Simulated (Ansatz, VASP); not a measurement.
**MoS2: VASP beside Ansatz**

The input INCAR:

```
PREC = Accurate ; ENCUT = 520
EDIFF = 1E-7 ; ISMEAR = 0
SIGMA = 0.05 ; LREAL = False
LASPH = True ; NELM = 100
ALGO = Normal ; ISIF = 2
LWAVE = False ; LCHARG = True
GGA = PE ; IVDW = 12
LELF = True ; LVHAR = True
NBANDS = 35
```

File KPOINTS:

```
Automatic mesh
0
Gamma
  12 12 4
```

Contents of POSCAR:

```
MoS2
1.0
    3.1754976126      0.0000000000      0.0000000000
   -1.5877488063      2.7500616022      0.0000000000
    0.0000000000      0.0000000000     12.1921287081
Mo S
2 4
Direct
    0.1110658068      0.6666666667      0.2500000000
    0.8889341932      0.3333333333      0.7500000000
    0.5540821037      0.6666666667      0.6204968003
    0.4459178963      0.3333333333      0.1204968003
    0.5540821037      0.6666666667      0.8795031997
    0.4459178963      0.3333333333      0.3795031997
```

Input for Ansatz:

```yaml
crystal:
  lattice:
    - [3.1754976126, 0.0, 0.0]
    - [-1.5877488063, 2.7500616022, 0.0]
    - [0.0, 0.0, 12.1921287081]
  atoms:
    - { symbol: Mo, position: [0.1110658068, 0.6666666667, 0.25] }
    - { symbol: Mo, position: [0.8889341932, 0.3333333333, 0.75] }
    - { symbol: S, position: [0.5540821037, 0.6666666667, 0.6204968003] }
    - { symbol: S, position: [0.4459178963, 0.3333333333, 0.1204968003] }
    - { symbol: S, position: [0.5540821037, 0.6666666667, 0.8795031997] }
    - { symbol: S, position: [0.4459178963, 0.3333333333, 0.3795031997] }
basis:
  ecutwfc: 420
kpoints:
  mp_grid: { grid: [12, 12, 4] }
hamiltonian:
  xc: pbe
  pseudopotentials: { kind: paw, azcp: { folder: soft_1 } }
  dispersion: d3bj
scf:
  occupations: { method: gaussian, width: 0.05 }
output:
  forces: true
  stress: true
  eigenvalues: true
```

Change from the starting cell: mode 4 frozen in at -0.700 Å, equal normal strain along x, y and z +0.0083.

Alike in both runs: task single point; functional PBE; dispersion D3(BJ); k mesh 12 × 12 × 4; occupations gaussian, width 0.05 eV; no spin polarisation.

|  | VASP | Ansatz |
| --- | --- | --- |
| version | VASP 6.6.1 | Ansatz 0.2.0 |
| potentials or method | VASP PAW PBE potentials, release 64 (Mo_sv, S), cutoff 520 eV | scalar-relativistic, plane waves, PAW |
| valence electrons in the cell | 52 | 52 |

```csv
,VASP,Ansatz,Ansatz less VASP
gap on the k mesh at the Fermi level (eV),0.73,0.71,-0.015
least direct gap on the mesh (eV),1.70,1.70,-0.004
pressure (GPa),-2.8,-2.6,+0.13
"traceless stress, the component that is largest in VASP (GPa)",0.98,1.01,+0.024
rms of the force components (eV/Å),0.304,0.298,-0.0061
```

Atom by atom the forces differ by 0.006 eV/Å (rms over components).
